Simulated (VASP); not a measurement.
A run of VASP 6.6.1 is set up as follows.

Contents of POSCAR:

```
SnTe
1.0
    0.0000000000      3.6586665285      3.6586665285
    3.6586665285      0.0000000000      3.6586665285
    3.6586665285      3.6586665285      0.0000000000
Te Sn
1 1
Direct
    0.2500000000      0.2500000000      0.2500000000
    0.0000000000      0.0000000000      0.0000000000
```

Contents of INCAR.step1:

```
SYSTEM = SnTe
ALGO = Normal
EDIFF = 1E-4
ENCUT = 520
GGA = PE
ISMEAR = -1
LASPH = .TRUE.
LCHARG = .FALSE.
LREAL = .FALSE.
LWAVE = .TRUE.
NBANDS = 17
NELM = 80
PREC = Accurate
SIGMA = 0.05
```

Contents of INCAR.step2:

```
SYSTEM = SnTe
ALGO = Normal
EDIFF = 1E-6
ENCUT = 520
ISIF = 2
ISMEAR = -1
ISTART = 1
LASPH = .TRUE.
LCHARG = .FALSE.
LMIXTAU = .TRUE.
LREAL = .FALSE.
LWAVE = .FALSE.
METAGGA = R2SCAN
NBANDS = 17
NELM = 80
PREC = Accurate
SIGMA = 0.05
```

Contents of KPOINTS:

```
k-points
0
G
  7 7 7
  0 0 0
```

Potentials or basis: VASP PAW PBE potentials, release 64 (Te, Sn_d).

The run is started by

```console
$ cat potpaw_PBE.64/Te/POTCAR potpaw_PBE.64/Sn_d/POTCAR > POTCAR
$ cp INCAR.step1 INCAR
$ mpirun -np 1 vasp_std > vasp.out
$ cp INCAR.step2 INCAR
$ mpirun -np 1 vasp_std > vasp.out
```

(1) What does it give for the pressure?

(2) What does it give for the band gap on the k mesh?

Results:

(1) -1.5 GPa.

(2) 0.49 eV (least direct gap 0.97 eV).

Caveat: the PAW data sets were made with another functional, which shifts forces and pressure a little; spin-orbit coupling is left out, which moves the levels of the heavy elements; an odd mesh through Γ misses points on the zone boundary, where band edges can lie.
